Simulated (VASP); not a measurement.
Set up this calculation in VASP 6.6.1, as the native input.

```
Task                   : single point
Functional             : PBE
Potentials or basis    : VASP PAW PBE potentials, release 64 (Pt, S, Al)
Cutoff                 : 520 eV
k mesh                 : 2 × 3 × 3
Occupations            : methfessel-paxton, width 0.15 eV
Spin                   : no spin polarisation
Dipole correction      : no
Further INCAR settings : ALGO = Normal; EDIFF = 1e-07; NBANDS = 53
```

The structure of AlPt2S3 lies in POSCAR:

```
AlPt2S3
1.0
    6.6582230000      0.4220820000      0.1786580000
    0.8622410000      6.1032260000     -0.5255550000
   -0.2968580000     -0.1067130000      6.1958160000
Pt S Al
4 6 2
Direct
    0.4033971436      0.4475380506      0.5765140110
    0.5144148104      0.0453788590      0.2306154290
    0.7185428870      0.2011083455      0.8678952153
    0.0062038126      0.2783111944      0.5225383515
    0.8040593742      0.5043875061      0.1985131153
    0.1347348456      0.0752621955      0.9370399258
    0.6424032298      0.7068617129      0.8068709967
    0.4239725011      0.6256069024      0.1920897516
    0.3282921379      0.9127272919      0.5739988688
    0.9546729486      0.8234893817      0.6531732063
    0.1005109915      0.5103394772      0.9383584618
    0.9623687946      0.8846703065      0.2528685518
```

One way to write it, as run:

INCAR

```
  PREC = Accurate
  ENCUT = 520
  EDIFF = 1E-7
  ISMEAR = 1
  SIGMA = 0.15
  LREAL = F
  LASPH = T
  NELM = 100
  ALGO = Normal
  ISIF = 2
  LWAVE = F
  LCHARG = T
  GGA = PE
  LELF = T
  LVHAR = T
  NBANDS = 53
```

KPOINTS

```
regular mesh
0
Gamma
  2 3 3
```

Potentials or basis: VASP PAW PBE potentials, release 64 (Pt, S, Al).

Run with:

```sh
$ cat potpaw_PBE.64/Pt/POTCAR potpaw_PBE.64/S/POTCAR potpaw_PBE.64/Al/POTCAR > POTCAR
$ mpirun -np 1 vasp_std > vasp.out
```

It gave:

| Quantity | Value |
| --- | --- |
| Pressure | -14.0 GPa |
| Largest force | 1.936 eV/Å |
| Band gap on the k mesh | zero (bands 41 and 42 overlap by 0.27 eV) |

Caveat: the k points lie up to 0.48 Å⁻¹ apart; spin-orbit coupling is left out, which moves the levels of the heavy elements.

Run time: 4.7 min on 1 thread of Oxide Virtual Turin-like Processor, with other jobs on the host, peak memory 0.35 GiB.
